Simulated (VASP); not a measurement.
A run of VASP 6.6.1:

File INCAR:

```
ALGO     = Normal         # electronic algorithm
EDIFF    = 1E-6           # SCF threshold, eV
ENCUT    = 520            # plane-wave cutoff, eV
GGA      = PE             # functional
ISIF     = 2              # what is computed and relaxed
ISMEAR   = -1             # smearing method
LASPH    = T              # aspherical terms in the spheres
LCHARG   = F              # write CHGCAR
LREAL    = F              # projectors in reciprocal space
LWAVE    = F              # write WAVECAR
NBANDS   = 21             # bands
NELM     = 80             # most SCF steps
PREC     = Accurate       # precision mode
SIGMA    = 0.05           # smearing width, eV
```

Contents of KPOINTS:

```
k-points
0
Gamma
  17 17 17
```

Contents of POSCAR:

```
Mo
1.0
   -2.4280400729      2.4280400729      1.2720243963
    2.4280400729     -2.4280400729      1.2720243963
    2.4280400729      2.4280400729     -1.2720243963
Mo
2
Direct
   -0.3750000000     -0.1250000000     -0.2500000000
    0.3750000000      0.1250000000      0.2500000000
```

Potentials or basis: VASP PAW PBE potentials, release 64 (Mo_sv).

Command:

```sh
$ cat potpaw_PBE.64/Mo_sv/POTCAR > POTCAR
$ mpirun -np 1 vasp_std > vasp.out
```

Hardware: 1 thread of Intel(R) Xeon(R) 6975P-C (Granite Rapids), on a shared host.

Question: Estimate the wall time of this run.

Answer: It took 96 s on 1 thread of Intel(R) Xeon(R) 6975P-C (Granite Rapids), on a shared host, peak memory 0.3 GiB. Counts: scf iterations 11, k points 405.
